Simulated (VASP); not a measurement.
**GePt: single point with LDA**

Crystal: GePt.

```
Ge Pt
1.0
     5.69780    0.00000    0.00000
     0.00000    3.68316    0.00000
     0.00000    0.00000    6.04744
Ge Pt
4 4
Direct
  0.18544 0.25000 0.58840
  0.31456 0.75000 0.08840
  0.68544 0.25000 0.91160
  0.81456 0.75000 0.41160
  0.00083 0.25000 0.19154
  0.49917 0.75000 0.69154
  0.50083 0.25000 0.30846
  0.99917 0.75000 0.80846
```

| Item | Value |
| --- | --- |
| Program | VASP 6.6.1 |
| Task | single point |
| Functional | LDA |
| Potentials or basis | VASP PAW LDA potentials, release 64 (Ge_d, Pt) |
| Cutoff | 520 eV |
| k mesh | 6 × 10 × 6 |
| Occupations | fermi-dirac, width 0.15 eV |
| Spin | no spin polarisation |

| Item | Value |
| --- | --- |
| Pressure | 0.7 GPa |
| Largest force | 0.024 eV/Å |
| Band gap on the k mesh | zero (bands 48 and 49 overlap by 1.38 eV) |

Forces on the atoms (eV/Å):
```
Ge  -0.014  0.000  0.002
Ge   0.014  0.000  0.002
Ge  -0.014  0.000 -0.002
Ge   0.014  0.000 -0.002
Pt   0.021  0.000 -0.011
Pt  -0.021  0.000 -0.011
Pt   0.021  0.000  0.011
Pt  -0.021  0.000  0.011
```

Stress tensor (GPa, compression positive):
```
0.70 0.00 0.00
0.00 0.62 0.00
0.00 0.00 0.74
```

Levels at points of the mesh, in eV from the Fermi level:
| k point | band 46 | band 47 | band 48 | band 49 | band 50 | band 51 |
| --- | --- | --- | --- | --- | --- | --- |
| (0.00, 0.00, 0.00) | -1.58 | -1.46 | -1.00 | 0.68 | 0.97 | 2.98 |
| (0.50, 0.00, 0.00) | -2.54 | -0.01 | -0.01 | 1.28 | 1.28 | 2.30 |
| (0.00, 0.50, 0.00) | -2.62 | -1.66 | -1.66 | -0.15 | -0.15 | 2.09 |
| (0.50, 0.50, 0.00) | -1.96 | -1.96 | -1.96 | 0.65 | 0.65 | 0.65 |
| (0.00, 0.00, 0.50) | -1.91 | 0.01 | 0.01 | 1.04 | 1.04 | 1.92 |
| (0.50, 0.00, 0.50) | -1.41 | 0.70 | 0.70 | 1.82 | 1.82 | 2.64 |
| (0.00, 0.50, 0.50) | -2.58 | -2.22 | -2.22 | 0.51 | 0.51 | 1.13 |
| (0.50, 0.50, 0.50) | -2.53 | -2.53 | -2.53 | 2.51 | 2.51 | 2.51 |

It took 13 min on 1 thread of Intel(R) Xeon(R) 6975P-C (Granite Rapids), on a shared host, peak memory 0.57 GiB.

Caveat: spin-orbit coupling is left out, which moves the levels of the heavy elements.
